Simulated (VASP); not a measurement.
# Ni7Ge4 (P-6m2) in VASP: further runs

Ni7Ge4 is run at these levels: PBEsol; tasks: single point.

All numbers are computed with VASP 6.6.1; they aren't measurements. Logs are shortened: lines on timing, memory, paths and dates and some standing lists are left out, and cuts for length are marked.

## 1. The cell of the first run

It takes space group P-6m2 (No. 187, hexagonal). The conventional cell has a = 3.997 Å, b = 3.997 Å, c = 10.123 Å, α = 90.00°, β = 90.00°, γ = 120.00°. Ni (site symmetry 3m) has 8 Ni at 2.55 to 2.66 Å and 6 Ge at 2.64 Å within 3.4 Å. Within 3.2 Å of Ni (site symmetry 3m) lie 5 Ni at 2.46 to 2.62 Å and 6 Ge at 2.62 to 2.63 Å. Ni (site symmetry -6m2) has 5 Ge at 2.31 to 2.57 Å and 6 Ni at 2.64 Å within 3.0 Å. Ni (site symmetry 3m) has 5 Ge at 2.31 to 2.60 Å and 6 Ni at 2.62 to 2.66 Å within 3.0 Å. Ge (site symmetry 3m) has 10 Ni at 2.31 to 2.64 Å within 3.0 Å. Ge (site symmetry -6m2) has 8 Ni at 2.46 to 2.62 Å and 6 Ge at 3.39 Å within 3.4 Å. Within 3.0 Å of Ge (site symmetry -6m2) lie 11 Ni at 2.31 to 2.64 Å.

## 2. Single point, PBEsol (12.73 Å³/atom)

INCAR

```
PREC = Accurate
ENCUT = 520
EDIFF = 1E-6
ISMEAR = 0
SIGMA = 0.1
LREAL = F
LASPH = T
NELM = 80
ALGO = Fast
ISIF = 2
LWAVE = F
LCHARG = F
GGA = PS
NBANDS = 74
```

KPOINTS

```
regular mesh
0
Gamma
  12 12 4
```

POSCAR

```
Ni7Ge4
1.0
    3.9967119190      0.0000000000      0.0000000000
   -1.9983559595      3.4612540534      0.0000000000
    0.0000000000      0.0000000000     10.1230991122
Ni Ge
7 4
Direct
    0.0000000000      0.0000000000      0.3732173528
    0.0000000000      0.0000000000      0.8784317585
    0.0000000000      0.0000000000      0.1215682415
    0.0000000000      0.0000000000      0.6267826472
    0.6666666667      0.3333333333      0.5000000000
    0.3333333333      0.6666666667      0.2431970799
    0.3333333333      0.6666666667      0.7568029201
    0.6666666667      0.3333333333      0.2459601619
    0.6666666667      0.3333333333      0.7540398381
    0.3333333333      0.6666666667      0.0000000000
    0.3333333333      0.6666666667      0.5000000000
```

Potentials or basis: VASP PAW PBE potentials, release 64 (Ni, Ge_d).

Started as:

```console
> cat potpaw_PBE.64/Ni/POTCAR potpaw_PBE.64/Ge_d/POTCAR > POTCAR
> mpirun -np 1 vasp_std > vasp.out
```

OUTCAR:

```text
PREC = Accurate
   ENCUT = 520
   EDIFF = 1E-6
   ISMEAR = 0
   LREAL = F
   LASPH = T
   NELM = 80
   ISIF = 2
   GGA = PS

 ion  position               nearest neighbor table
   1  0.000  0.000  0.373-   3 2.55   4 2.57   5 2.64  11 2.64  11 2.64   5 2.64   5 2.64  11 2.64
                             8 2.64   8 2.64   8 2.64   6 2.66   6 2.66   6 2.66
   2  0.000  0.000  0.878-   3 2.46   4 2.55  10 2.62  10 2.62  10 2.62   7 2.62   7 2.62   7 2.62
                             9 2.63   9 2.63   9 2.63
   3  0.000  0.000  0.122-   2 2.46   1 2.55  10 2.62  10 2.62  10 2.62   6 2.62   6 2.62   6 2.62
                             8 2.63   8 2.63   8 2.63
   4  0.000  0.000  0.627-   2 2.55   1 2.57   5 2.64  11 2.64  11 2.64   5 2.64   5 2.64  11 2.64
                             9 2.64   9 2.64   9 2.64   7 2.66   7 2.66   7 2.66
   5  0.667  0.333  0.500-  11 2.31  11 2.31  11 2.31   8 2.57   9 2.57   1 2.64   4 2.64   1 2.64
                             4 2.64   1 2.64   4 2.64
   6  0.333  0.667  0.243-   8 2.31   8 2.31   8 2.31  10 2.46  11 2.60   3 2.62   3 2.62   3 2.62
                             1 2.66   1 2.66   1 2.66
   7  0.333  0.667  0.757-   9 2.31   9 2.31   9 2.31  10 2.46  11 2.60   2 2.62   2 2.62   2 2.62
                             4 2.66   4 2.66   4 2.66
   8  0.667  0.333  0.246-   6 2.31   6 2.31   6 2.31   5 2.57   3 2.63   3 2.63   3 2.63   1 2.64
                             1 2.64   1 2.64
   9  0.667  0.333  0.754-   7 2.31   7 2.31   7 2.31   5 2.57   2 2.63   2 2.63   2 2.63   4 2.64
                             4 2.64   4 2.64
  10  0.333  0.667  0.000-   6 2.46   7 2.46   2 2.62   3 2.62   2 2.62   3 2.62   2 2.62   3 2.62

  11  0.333  0.667  0.500-   5 2.31   5 2.31   5 2.31   7 2.60   6 2.60   1 2.64   4 2.64   4 2.64
                             1 2.64   4 2.64   1 2.64

  LATTYP: Found a hexagonal cell.
 ALAT       =     3.9967119190
 C/A-ratio  =     2.5328568377

  Lattice vectors:

 A1 = (   3.9967119190,   0.0000000000,   0.0000000000)
 A2 = (  -1.9983559595,   3.4612540534,   0.0000000000)
 A3 = (   0.0000000000,   0.0000000000,  10.1230991122)

Analysis of symmetry for initial positions (statically):
=====================================================================
 Subroutine PRICEL returns:
 Original cell was already a primitive cell.

 Routine SETGRP: Setting up the symmetry group for a
 hexagonal supercell.

 Subroutine GETGRP returns: Found 12 space group operations
 (whereof 12 operations were pure point group operations)
 out of a pool of 24 trial point group operations.

The static configuration has the point symmetry D_3h.

Analysis of symmetry for dynamics (positions and initial velocities):
=====================================================================
 Subroutine PRICEL returns:
 Original cell was already a primitive cell.

 Routine SETGRP: Setting up the symmetry group for a
 hexagonal supercell.

 Subroutine GETGRP returns: Found 12 space group operations
 (whereof 12 operations were pure point group operations)
 out of a pool of 24 trial point group operations.

The dynamic configuration has the point symmetry D_3h.

 Subroutine INISYM returns: Found 12 space group operations
 (whereof 12 operations are pure point group operations),
 and found     1 'primitive' translations

----------------------------------------------------------------------------------------

                                     Primitive cell

  volume of cell :     140.0393

  direct lattice vectors                    reciprocal lattice vectors
     3.996711919  0.000000000  0.000000000     0.250205674  0.144456313  0.000000000
    -1.998355960  3.461254053  0.000000000     0.000000000  0.288912627  0.000000000
     0.000000000  0.000000000 10.123099112     0.000000000  0.000000000  0.098783978

  length of vectors
     3.996711919  3.996711919 10.123099112     0.288912627  0.288912627  0.098783978

  position of ions in fractional coordinates (direct lattice)
     0.000000000  0.000000000  0.373217353
     0.000000000  0.000000000  0.878431758
     0.000000000  0.000000000  0.121568242
     0.000000000  0.000000000  0.626782647
     0.666666667  0.333333333  0.500000000
     0.333333333  0.666666667  0.243197080
     0.333333333  0.666666667  0.756802920
     0.666666667  0.333333333  0.245960162
     0.666666667  0.333333333  0.754039838
     0.333333333  0.666666667  0.000000000
     0.333333333  0.666666667  0.500000000

  ion indices of the primitive-cell ions
   primitive index   ion index
                 1           1
                 2           2
                 3           3
                 4           4
                 5           5
                 6           6
                 7           7
                 8           8
                 9           9
                10          10
                11          11

----------------------------------------------------------------------------------------

 KPOINTS: regular mesh

Automatic generation of k-mesh.
 Grid dimensions read from file:
 generate k-points for:   12   12    4

 Generating k-lattice:

  Cartesian coordinates                     Fractional coordinates (reciprocal lattice)
     0.020850473  0.012038026  0.000000000     0.083333333  0.000000000  0.000000000
     0.000000000  0.024076052  0.000000000     0.000000000  0.083333333  0.000000000
     0.000000000  0.000000000  0.024695995     0.000000000  0.000000000  0.250000000

  Length of vectors
     0.024076052  0.024076052  0.024695995

  Shift w.r.t. Gamma in fractional coordinates (k-lattice)
     0.000000000  0.000000000  0.000000000

 Subroutine IBZKPT returns following result:
 ===========================================

 Found     57 irreducible k-points:

 Following reciprocal coordinates:
            Coordinates               Weight
  0.000000  0.000000  0.000000      1.000000
  0.083333  0.000000  0.000000      6.000000
  0.166667 -0.000000  0.000000      6.000000
  0.250000 -0.000000  0.000000      6.000000
  0.333333 -0.000000  0.000000      6.000000
  0.416667 -0.000000  0.000000      6.000000
[... 16 lines left out ...]
  0.250000 -0.000000  0.250000     12.000000
  0.333333 -0.000000  0.250000     12.000000
 [... further k-points ...]
   k-points           NKPTS =     57   k-points in BZ     NKDIM =     57   number of bands    NBANDS=     74
   number of dos      NEDOS =    301   number of ions     NIONS =     11
   total plane-waves  NPLWV =  72000
   dimension x,y,z NGX =    30 NGY =   30 NGZ =   80
   dimension x,y,z NGXF=    60 NGYF=   60 NGZF=  160
   ions per type =               7   4
   NGX,Y,Z   is equivalent  to a cutoff of  12.48, 12.48, 13.14 a.u.
   NGXF,Y,Z  is equivalent  to a cutoff of  24.96, 24.96, 26.28 a.u.
 SYSTEM =  unknown system
   PREC   = accura    normal or accurate (medium, high low for compatibility)
   ISTART =      0    job   : 0-new  1-cont  2-samecut
   ICHARG =      2    charge: 1-file 2-atom 10-const
   ISPIN  =      1    spin polarized calculation?
   LNONCOLLINEAR =      F non collinear calculations
   LSORBIT =      F    spin-orbit coupling
   LASPH  =      T    aspherical Exc in radial PAW
   ENCUT  =  520.0 eV  38.22 Ry    6.18 a.u.   7.43  7.43 18.82*2*pi/ulx,y,z
   NELM   =     80;   NELMIN=  2; NELMDL= -5     # of ELM steps
   EDIFF  = 0.1E-05   stopping-criterion for ELM
   LREAL  =      F    real-space projection
   EDIFFG = 0.1E-04   stopping-criterion for IOM
   NSW    =      0    number of steps for IOM
   IBRION =     -1    ionic relax: 0-MD 1-quasi-New 2-CG
   NFREE  =      0    steps in history (QN), initial steepest desc. (CG)
   ISIF   =      2    stress and relaxation
   ISYM   =      2    0-nonsym 1-usesym 2-fastsym
   POTIM  = 0.5000    time-step for ionic-motion
   TEBEG  =    0.0;   TEEND  =   0.0 temperature during run
   PSTRESS=    0.0 pullay stress
   NELECT =     126.0000    total number of electrons
   NUPDOWN=      -1.0000    fix difference up-down
   EMIN   =  10.00;   EMAX   =-10.00  energy-range for DOS
   EFERMI =   0.00;   METHOD = LEGACY
   ISMEAR =     0;   SIGMA  =   0.10  broadening in eV -4-tet -1-fermi 0-gaus
   EFERMI_NEDOS =   21; number of points for ismear=-14 and -15
   IALGO  =     68    algorithm
   IMIX   =      4    mixing-type and parameters
     AMIX     =   0.40;   BMIX     =  1.00
     AMIX_MAG =   1.60;   BMIX_MAG =  1.00
  volume/ion in A,a.u.               =      12.73        85.91
  Fermi-wavevector in a.u.,A,eV,Ry     =   1.580454  2.986624 33.985088  2.497833
  Thomas-Fermi vector in A             =   2.680679
   LORBIT       =      0    0 simple, 1 ext, 2 COOP (PROOUT), +10 PAW based schemes
   GGA     = PS    functional components
   LHFCALC =     F    Hartree Fock is set to
   AEXX    =    0.0000 exact exchange contribution
   IVDW    =     0    specifies the selected vdW correction
   LEPSILON=     F    determine dielectric tensor
   LRPA    =     F    only Hartree local field effects (RPA)
 non-spin polarized calculation
 RMM-DIIS sequential band-by-band and
 Gauss-broadening in eV      SIGMA  =   0.10
  energy-cutoff  :      520.00
  volume of cell :      140.04
 maximum number of plane-waves:      3818
 NGX is ok and might be reduce to    30
   NGX = 15   NGY = 15   NGZ = 37

 number of electron     126.0000039 magnetization

 Free energy of the ion-electron system (eV)
  ---------------------------------------------------
  ext. energy  EPLUGINS =         0.00000000
  ---------------------------------------------------
  free energy    TOTEN  =       -66.11281284 eV

  energy without entropy =      -66.07409438  energy(sigma->0) =      -66.09345361

 E-fermi :   8.8624     XC(G=0): -12.8470

 val. band max:        8.8617280890   @ k =   0.2500   0.2500   0.0000
 cond. band min:       8.8629623152   @ k =   0.3333   0.3333   0.5000
 fundamental gap:      0.0012342262
 Fermi energy:         8.8623791569

 k-point     1 :       0.0000    0.0000    0.0000
  band No.  band energies     occupation
      1     -15.8772      2.00000
      2     -15.8420      2.00000
      3     -15.8420      2.00000
      4     -15.8387      2.00000
      5     -15.8374      2.00000
      6     -15.8181      2.00000
[... 66 lines left out ...]
     73      13.4166      0.00000
     74      13.6334      0.00000

 k-point     2 :       0.0833    0.0000    0.0000
  band No.  band energies     occupation
      1     -15.8769      2.00000
      2     -15.8424      2.00000
      3     -15.8421      2.00000
      4     -15.8384      2.00000
      5     -15.8366      2.00000
      6     -15.8183      2.00000
[... 66 lines left out ...]
     73      13.2628      0.00000
     74      14.0374      0.00000

 k-point     3 :       0.1667   -0.0000    0.0000
  band No.  band energies     occupation
      1     -15.8760      2.00000
      2     -15.8432      2.00000
      3     -15.8424      2.00000
      4     -15.8377      2.00000
      5     -15.8349      2.00000
      6     -15.8186      2.00000
[... 1606 lines left out ...]
     73      13.1438      0.00000
     74      14.0731      0.00000

 k-point    24 :       0.3333   -0.0000    0.2500
  band No.  band energies     occupation
      1     -15.8737      2.00000
      2     -15.8447      2.00000
      3     -15.8431      2.00000
      4     -15.8360      2.00000
      5     -15.8313      2.00000
      6     -15.8193      2.00000
[... 66 lines left out ...]
     73      13.0844      0.00000
     74      13.8316      0.00000

 [... further k-points ...]

------------------------ aborting loop because EDIFF is reached ----------------------------------------

  FORCE on cell =-STRESS in cart. coord.  units (eV):
  Direction    XX          YY          ZZ          XY          YZ          ZX
  --------------------------------------------------------------------------------------
  -------------------------------------------------------------------------------------
  Total       -7.8578697     -7.8578697     -7.9023031      0.0000000     -0.0000000     -0.0000000
  in kB      -89.9012222    -89.9012222    -90.4095807      0.0000000     -0.0000000     -0.0000000
  external PRESSURE =     -90.0706751 kB  Pullay stress =       0.0000000 kB

 VOLUME and BASIS-vectors are now :
 -----------------------------------------------------------------------------
  energy-cutoff  :      520.00
  volume of cell :      140.04
      direct lattice vectors                 reciprocal lattice vectors
     3.996711919  0.000000000  0.000000000     0.250205674  0.144456313  0.000000000
    -1.998355960  3.461254053  0.000000000     0.000000000  0.288912627  0.000000000
     0.000000000  0.000000000 10.123099112     0.000000000  0.000000000  0.098783978

 POSITION                                       TOTAL-FORCE (eV/Angst)
 -----------------------------------------------------------------------------------
      0.00000      0.00000      3.77812        -0.000000     -0.000000      0.001079
      0.00000      0.00000      8.89245        -0.000000      0.000000      0.002956
      0.00000      0.00000      1.23065        -0.000000     -0.000000     -0.002956
      0.00000      0.00000      6.34498        -0.000000     -0.000000     -0.001079
      1.99836      1.15375      5.06155        -0.000000     -0.000000      0.000000
     -0.00000      2.30750      2.46191         0.000000     -0.000000      0.002157
     -0.00000      2.30750      7.66119         0.000000     -0.000000     -0.002157
      1.99836      1.15375      2.48988         0.000000      0.000000     -0.000798
      1.99836      1.15375      7.63322         0.000000      0.000000      0.000798
     -0.00000      2.30750      0.00000        -0.000000     -0.000000      0.000000
     -0.00000      2.30750      5.06155        -0.000000     -0.000000      0.000000
 -----------------------------------------------------------------------------------
    total drift:                                0.000001     -0.000001      0.000000

  FREE ENERGIE OF THE ION-ELECTRON SYSTEM (eV)
  ---------------------------------------------------
  free  energy   TOTEN  =       -66.1128128429 eV

  energy  without entropy=      -66.0740943789  energy(sigma->0) =      -66.09345361
```

Run time: 15 min. Hardware: 1 thread of Intel Xeon Platinum 8488C (Sapphire Rapids), shared host; peak memory 0.54 GiB.

Results:

```yaml
Free_energy: -66.1128 eV
Pressure: -9.0 GPa
Band_gap_on_the_k_mesh: zero (bands 63 and 64 overlap by 2.98 eV)
```

Forces on the atoms (eV/Å):
```
Ni   0.000  0.000  0.001
Ni   0.000  0.000  0.003
Ni   0.000  0.000 -0.003
Ni   0.000  0.000 -0.001
Ni   0.000  0.000  0.000
Ni   0.000  0.000  0.002
Ni   0.000  0.000 -0.002
Ge   0.000  0.000 -0.001
Ge   0.000  0.000  0.001
Ge   0.000  0.000  0.000
Ge   0.000  0.000  0.000
```

Caveat: the cell stands under tension; the PAW data sets were made with another functional, which shifts forces and pressure a little.

[end of part 1 of 2]
